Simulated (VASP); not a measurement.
# GaP2 (P-4m2) in VASP: a series of runs

GaP2 is run at these levels: PBE; tasks: single point.

Everything below comes from runs of VASP 6.6.1. Logs are shortened: lines on timing, memory, paths and dates and some standing lists are left out, and cuts for length are marked.

### 1 The cell of the first run

The structure is tetragonal, space group P-4m2 (No. 115). Conventional cell: a = 3.621 Å, b = 3.621 Å, c = 4.073 Å, α = 90.00°, β = 90.00°, γ = 90.00°. Within 3.3 Å of Ga (site symmetry -4m2) lie 8 P at 2.54 to 2.92 Å. P (site symmetry 2mm) has 4 Ga at 2.54 to 2.92 Å and 4 P at 2.61 Å within 3.3 Å.

### 2 Single point, PBE

The input, INCAR:

```
SYSTEM = GaP2
  PREC = Accurate
  ENCUT = 520
  EDIFF = 1E-6
  ISMEAR = 0
  SIGMA = 0.1
  LREAL = .False.
  LASPH = .True.
  NELM = 100
  ALGO = Normal
  ISIF = 2
  LWAVE = .False.
  LCHARG = .False.
  GGA = PE
  NBANDS = 18
```

The input, KPOINTS:

```
regular mesh
0
Gamma
  4 4 4
  0 0 0
```

The input, POSCAR:

```
GaP2
1.0
    3.6210139291      0.0000000000      0.0000000000
    0.0000000000      3.6210139291      0.0000000000
    0.0000000000      0.0000000000      4.0728559473
Ga P
1 2
Direct
    0.0000000000      0.0000000000      0.0000000000
    0.5000000000      0.0000000000      0.5638228442
    0.0000000000      0.5000000000      0.4361771558
```

Potentials or basis: VASP PAW PBE potentials, release 64 (Ga_d, P).

Launch:

```
> cat potpaw_PBE.64/Ga_d/POTCAR potpaw_PBE.64/P/POTCAR > POTCAR
> mpirun -np 1 vasp_std > vasp.out
```

OUTCAR:

```text
SYSTEM = GaP2
   PREC = Accurate
   ENCUT = 520
   EDIFF = 1E-6
   ISMEAR = 0
   LREAL = .False.
   LASPH = .True.
   NELM = 100
   ISIF = 2
   GGA = PE

 ion  position               nearest neighbor table
   1  0.000  0.000  0.000-   2 2.54   3 2.54   3 2.54   2 2.54   2 2.92   3 2.92   2 2.92   3 2.92

   2  0.500  0.000  0.564-   1 2.54   1 2.54   3 2.61   3 2.61   3 2.61   3 2.61   1 2.92   1 2.92

   3  0.000  0.500  0.436-   1 2.54   1 2.54   2 2.61   2 2.61   2 2.61   2 2.61   1 2.92   1 2.92

  LATTYP: Found a simple tetragonal cell.
 ALAT       =     3.6210139291
 C/A-ratio  =     1.1247832864

  Lattice vectors:

 A1 = (   3.6210139291,   0.0000000000,   0.0000000000)
 A2 = (   0.0000000000,   3.6210139291,   0.0000000000)
 A3 = (   0.0000000000,   0.0000000000,   4.0728559473)

Analysis of symmetry for initial positions (statically):
=====================================================================
 Subroutine PRICEL returns:
 Original cell was already a primitive cell.

 Routine SETGRP: Setting up the symmetry group for a
 simple tetragonal supercell.

 Subroutine GETGRP returns: Found  8 space group operations
 (whereof  8 operations were pure point group operations)
 out of a pool of 16 trial point group operations.

The static configuration has the point symmetry D_2d.

Analysis of symmetry for dynamics (positions and initial velocities):
=====================================================================
 Subroutine PRICEL returns:
 Original cell was already a primitive cell.

 Routine SETGRP: Setting up the symmetry group for a
 simple tetragonal supercell.

 Subroutine GETGRP returns: Found  8 space group operations
 (whereof  8 operations were pure point group operations)
 out of a pool of 16 trial point group operations.

The dynamic configuration has the point symmetry D_2d.

 Subroutine INISYM returns: Found  8 space group operations
 (whereof  8 operations are pure point group operations),
 and found     1 'primitive' translations

----------------------------------------------------------------------------------------

                                     Primitive cell

  volume of cell :      53.4022

  direct lattice vectors                    reciprocal lattice vectors
     3.621013929  0.000000000  0.000000000     0.276165742  0.000000000  0.000000000
     0.000000000  3.621013929  0.000000000     0.000000000  0.276165742  0.000000000
     0.000000000  0.000000000  4.072855947     0.000000000  0.000000000  0.245527957

  length of vectors
     3.621013929  3.621013929  4.072855947     0.276165742  0.276165742  0.245527957

  position of ions in fractional coordinates (direct lattice)
     0.000000000  0.000000000  0.000000000
     0.500000000  0.000000000  0.563822844
     0.000000000  0.500000000  0.436177156

  ion indices of the primitive-cell ions
   primitive index   ion index
                 1           1
                 2           2
                 3           3

----------------------------------------------------------------------------------------

 KPOINTS: regular mesh

Automatic generation of k-mesh.
 Grid dimensions read from file:
 generate k-points for:    4    4    4

 Generating k-lattice:

  Cartesian coordinates                     Fractional coordinates (reciprocal lattice)
     0.069041436  0.000000000  0.000000000     0.250000000  0.000000000  0.000000000
     0.000000000  0.069041436  0.000000000     0.000000000  0.250000000  0.000000000
     0.000000000  0.000000000  0.061381989     0.000000000  0.000000000  0.250000000

  Length of vectors
     0.069041436  0.069041436  0.061381989

  Shift w.r.t. Gamma in fractional coordinates (k-lattice)
     0.000000000  0.000000000  0.000000000

 Subroutine IBZKPT returns following result:
 ===========================================

 Found     18 irreducible k-points:

 Following reciprocal coordinates:
            Coordinates               Weight
  0.000000  0.000000  0.000000      1.000000
  0.250000  0.000000  0.000000      4.000000
  0.500000  0.000000  0.000000      2.000000
  0.250000  0.250000  0.000000      4.000000
  0.500000  0.250000  0.000000      4.000000
  0.500000  0.500000  0.000000      1.000000
[... 10 lines left out ...]
  0.500000  0.250000  0.500000      4.000000
  0.500000  0.500000  0.500000      1.000000
   k-points           NKPTS =     18   k-points in BZ     NKDIM =     18   number of bands    NBANDS=     18
   number of dos      NEDOS =    301   number of ions     NIONS =      3
   total plane-waves  NPLWV =  23520
   dimension x,y,z NGX =    28 NGY =   28 NGZ =   30
   dimension x,y,z NGXF=    56 NGYF=   56 NGZF=   60
   ions per type =               1   2
   NGX,Y,Z   is equivalent  to a cutoff of  12.86, 12.86, 12.25 a.u.
   NGXF,Y,Z  is equivalent  to a cutoff of  25.71, 25.71, 24.49 a.u.
 SYSTEM =  GaP2
   PREC   = accura    normal or accurate (medium, high low for compatibility)
   ISTART =      0    job   : 0-new  1-cont  2-samecut
   ICHARG =      2    charge: 1-file 2-atom 10-const
   ISPIN  =      1    spin polarized calculation?
   LNONCOLLINEAR =      F non collinear calculations
   LSORBIT =      F    spin-orbit coupling
   LASPH  =      T    aspherical Exc in radial PAW
   ENCUT  =  520.0 eV  38.22 Ry    6.18 a.u.   6.73  6.73  7.57*2*pi/ulx,y,z
   NELM   =    100;   NELMIN=  2; NELMDL= -5     # of ELM steps
   EDIFF  = 0.1E-05   stopping-criterion for ELM
   LREAL  =      F    real-space projection
   EDIFFG = 0.1E-04   stopping-criterion for IOM
   NSW    =      0    number of steps for IOM
   IBRION =     -1    ionic relax: 0-MD 1-quasi-New 2-CG
   NFREE  =      0    steps in history (QN), initial steepest desc. (CG)
   ISIF   =      2    stress and relaxation
   ISYM   =      2    0-nonsym 1-usesym 2-fastsym
   POTIM  = 0.5000    time-step for ionic-motion
   TEBEG  =    0.0;   TEEND  =   0.0 temperature during run
   PSTRESS=    0.0 pullay stress
   NELECT =      23.0000    total number of electrons
   NUPDOWN=      -1.0000    fix difference up-down
   EMIN   =  10.00;   EMAX   =-10.00  energy-range for DOS
   EFERMI =   0.00;   METHOD = LEGACY
   ISMEAR =     0;   SIGMA  =   0.10  broadening in eV -4-tet -1-fermi 0-gaus
   EFERMI_NEDOS =   21; number of points for ismear=-14 and -15
   IALGO  =     38    algorithm
   IMIX   =      4    mixing-type and parameters
     AMIX     =   0.40;   BMIX     =  1.00
     AMIX_MAG =   1.60;   BMIX_MAG =  1.00
  volume/ion in A,a.u.               =      17.80       120.13
  Fermi-wavevector in a.u.,A,eV,Ry     =   1.236320  2.336306 20.796337  1.528488
  Thomas-Fermi vector in A             =   2.370934
   LORBIT       =      0    0 simple, 1 ext, 2 COOP (PROOUT), +10 PAW based schemes
   GGA     = PE    functional components
   LHFCALC =     F    Hartree Fock is set to
   AEXX    =    0.0000 exact exchange contribution
   IVDW    =     0    specifies the selected vdW correction
   LEPSILON=     F    determine dielectric tensor
   LRPA    =     F    only Hartree local field effects (RPA)
 non-spin polarized calculation
 Gauss-broadening in eV      SIGMA  =   0.10
  energy-cutoff  :      520.00
  volume of cell :       53.40
 maximum number of plane-waves:      1468
 NGX is ok and might be reduce to    28
   NGX = 13   NGY = 13   NGZ = 15

 number of electron      23.0000007 magnetization

 Free energy of the ion-electron system (eV)
  ---------------------------------------------------
  ext. energy  EPLUGINS =         0.00000000
  ---------------------------------------------------
  free energy    TOTEN  =       -13.00966399 eV

  energy without entropy =      -13.00430307  energy(sigma->0) =      -13.00698353

 E-fermi :   6.8790     XC(G=0): -10.5524

 val. band max:        6.8278424830   @ k =   0.5000   0.5000   0.0000
 cond. band min:       6.9823627894   @ k =   0.2500   0.2500   0.2500
 fundamental gap:      0.1545203064
 Fermi energy:         6.8789562864

 k-point     1 :       0.0000    0.0000    0.0000
  band No.  band energies     occupation
      1      -8.3035      2.00000
      2      -8.1963      2.00000
      3      -8.1308      2.00000
      4      -8.1308      2.00000
      5      -8.0882      2.00000
      6      -7.5166      2.00000
[... 10 lines left out ...]
     17      13.3984      0.00000
     18      14.4410      0.00000

 k-point     2 :       0.2500    0.0000    0.0000
  band No.  band energies     occupation
      1      -8.2245      2.00000
      2      -8.1779      2.00000
      3      -8.1505      2.00000
      4      -8.1294      2.00000
      5      -8.0970      2.00000
      6      -6.9432      2.00000
[... 10 lines left out ...]
     17      13.3782      0.00000
     18      13.8383      0.00000

 k-point     3 :       0.5000    0.0000    0.0000
  band No.  band energies     occupation
      1      -8.1809      2.00000
      2      -8.1780      2.00000
      3      -8.1530      2.00000
      4      -8.1281      2.00000
      5      -8.1059      2.00000
      6      -5.3911      2.00000
[... 10 lines left out ...]
     17      14.4488      0.00000
     18      16.2002      0.00000

 k-point     4 :       0.2500    0.2500    0.0000
  band No.  band energies     occupation
      1      -8.1893      2.00000
      2      -8.1656      2.00000
      3      -8.1510      2.00000
      4      -8.1322      2.00000
      5      -8.1085      2.00000
      6      -6.3425      2.00000
[... 249 lines left out ...]
      4      -8.1053      2.00000
      5      -8.0957      2.00000
      6      -5.6020      2.00000
[... 10 lines left out ...]
     17      13.5141      0.00000
     18      14.0112      0.00000

 k-point    17 :       0.5000    0.2500    0.5000
  band No.  band energies     occupation
      1      -8.2580      2.00000
      2      -8.2007      2.00000
      3      -8.1150      2.00000
      4      -8.1124      2.00000
      5      -8.0857      2.00000
      6      -4.0669      2.00000
[... 10 lines left out ...]
     17      15.1751      0.00000
     18      15.7267      0.00000

 k-point    18 :       0.5000    0.5000    0.5000
  band No.  band energies     occupation
      1      -8.2443      2.00000
      2      -8.2443      2.00000
      3      -8.1262      2.00000
      4      -8.0844      2.00000
      5      -8.0818      2.00000
      6      -2.8982      2.00000
[... 10 lines left out ...]
     17      15.5101      0.00000
     18      16.2961      0.00000

------------------------ aborting loop because EDIFF is reached ----------------------------------------

  FORCE on cell =-STRESS in cart. coord.  units (eV):
  Direction    XX          YY          ZZ          XY          YZ          ZX
  --------------------------------------------------------------------------------------
  -------------------------------------------------------------------------------------
  Total       -0.0172437     -0.0172437      0.0355808      0.0000000      0.0000000      0.0000000
  in kB       -0.5173477     -0.5173477      1.0674982      0.0000000      0.0000000      0.0000000
  external PRESSURE =       0.0109342 kB  Pullay stress =       0.0000000 kB

 VOLUME and BASIS-vectors are now :
 -----------------------------------------------------------------------------
  energy-cutoff  :      520.00
  volume of cell :       53.40
      direct lattice vectors                 reciprocal lattice vectors
     3.621013929  0.000000000  0.000000000     0.276165742  0.000000000  0.000000000
     0.000000000  3.621013929  0.000000000     0.000000000  0.276165742  0.000000000
     0.000000000  0.000000000  4.072855947     0.000000000  0.000000000  0.245527957

 POSITION                                       TOTAL-FORCE (eV/Angst)
 -----------------------------------------------------------------------------------
      0.00000      0.00000      0.00000         0.000000      0.000000      0.000000
      1.81051      0.00000      2.29637         0.000000     -0.000000     -0.026280
      0.00000      1.81051      1.77649         0.000000     -0.000000      0.026280
 -----------------------------------------------------------------------------------
    total drift:                               -0.000000     -0.000000      0.000000

  FREE ENERGIE OF THE ION-ELECTRON SYSTEM (eV)
  ---------------------------------------------------
  free  energy   TOTEN  =       -13.0096639931 eV

  energy  without entropy=      -13.0043030710  energy(sigma->0) =      -13.00698353
```

Wall time 6.1 s (1 thread of Intel Xeon 6975P-C (Granite Rapids), shared host); peak memory 0.16 GiB.

Results:

| Quantity | Value |
| --- | --- |
| Free energy | -13.0097 eV |
| Pressure | 0.0 GPa |
| Largest force | 0.026 eV/Å |

Forces in eV/Å, atoms in the order of the input:
```
Ga   0.000  0.000  0.000
P    0.000  0.000 -0.026
P    0.000  0.000  0.026
```

Stress tensor (GPa, compression positive):
```
-0.05  0.00  0.00
 0.00 -0.05  0.00
 0.00  0.00  0.11
```

Caveat: the k points lie up to 0.43 Å⁻¹ apart.

(Part 1 of 2 ends here.)
